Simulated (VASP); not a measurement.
Here is a VASP 6.6.1 calculation.

The input INCAR:

```
ALGO     = Normal         # electronic algorithm
EDIFF    = 1E-6           # SCF threshold, eV
ENCUT    = 700            # plane-wave cutoff, eV
GGA      = PE             # functional
GGA_COMPAT= False        
ISIF     = 2              # what is computed and relaxed
ISMEAR   = 0              # smearing method
LASPH    = True           # aspherical terms in the spheres
LCHARG   = False          # write CHGCAR
LREAL    = False          # projectors in reciprocal space
LWAVE    = False          # write WAVECAR
NBANDS   = 38             # bands
NELM     = 120            # most SCF steps
PREC     = Accurate       # precision mode
SIGMA    = 0.2            # smearing width, eV
```

KPOINTS

```
k-points
0
Gamma
  6 6 2
```

The input POSCAR:

```
K3TaO3
1.0
    3.8905424511      0.0000000000      0.0000000000
    0.0000000000      3.8905424511      0.0000000000
    0.0000000000      0.0000000000     13.4266209456
K Ta O
3 1 3
Direct
    0.0000000000      0.0000000000      0.5382165643
    0.5000000000      0.5000000000      0.2215179246
    0.5000000000      0.5000000000      0.8361199401
    0.0000000000      0.0000000000      0.0224239709
    1.0000000000      0.0000000000      0.1572385841
    0.0000000000      0.5000000000      0.9872415079
    0.5000000000      0.0000000000      0.9872415079
```

Potentials or basis: VASP PAW PBE potentials, release 64 (K_sv, Ta_sv_GW, O).

Run with:

```console
$ cat potpaw_PBE.64/K_sv/POTCAR potpaw_PBE.64/Ta_sv_GW/POTCAR potpaw_PBE.64/O/POTCAR > POTCAR
$ mpirun -np 1 vasp_std > vasp.out
```

Task: What does it give for the largest force?

Result: 0.233 eV/Å.

Task: Predict the band gap on the k mesh.

Result: Zero (bands 29 and 30 overlap by 1.57 eV).

Task: Predict the pressure.

Result: 0.0 GPa.

Forces on the atoms (eV/Å):
```
K    0.000  0.000  0.004
K    0.000  0.000  0.012
K    0.000  0.000 -0.020
Ta   0.000  0.000 -0.233
O    0.000  0.000  0.200
O    0.000  0.000  0.019
O    0.000  0.000  0.019
```

Caveat: spin-orbit coupling is left out, which moves the levels of the heavy elements.
